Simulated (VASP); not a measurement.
Si:

```
Si
1.0
     2.44400    0.00000    0.00000
    -1.22200    2.11657    0.00000
     0.00000    0.00000    4.15200
Si
2
Direct
  0.33333 0.66667 0.25000
  0.66667 0.33333 0.75000
```

```yaml
Program: VASP 6.6.1
Task: relaxation of cell and atoms
Functional: r2SCAN
Dispersion: rVV10
Potentials_or_basis: VASP PAW PBE potentials, release 64 (Si)
Cutoff: 600 eV
k_mesh: 13 × 13 × 7
Occupations: methfessel-paxton, width 0.1 eV
Spin: no spin polarisation
```

At the start: pressure 42.7 GPa; volume 10.74 Å³/atom.

Question: How do energy, volume and symmetry change on relaxing?

Answer: Over 3 steps the energy falls by 304.8 meV/atom and the volume is 13.64 Å³/atom (+27.0 %); space group P6_3/mmc (No. 194, to 0.05 Å).

Step by step:
| step | energy change (eV) | largest force (eV/Å) | pressure (GPa) | volume (Å³) |
| --- | --- | --- | --- | --- |
| 1 | 0.0000 | 0.0000 | 42.68 | 21.48 |
| 2 | -0.4618 | 0.0000 | -9.64 | 31.65 |
| 3 | -0.6097 | 0.0000 | 0.09 | 27.27 |

Final structure:
```
CELL_PARAMETERS angstrom
2.64959 0.00000 0.00000
-1.32479 2.29461 0.00000
0.00000 0.00000 4.48568
ATOMIC_POSITIONS crystal
Si 0.33333 0.66667 0.25000
Si 0.66667 0.33333 0.75000
```

Caveat: the volume moved by over 15 % at a fixed basis, so the end points are rough; the PAW data sets were made with another functional, which shifts forces and pressure a little; the volume moved by +27 % from the deposited cell, more than functionals usually miss.
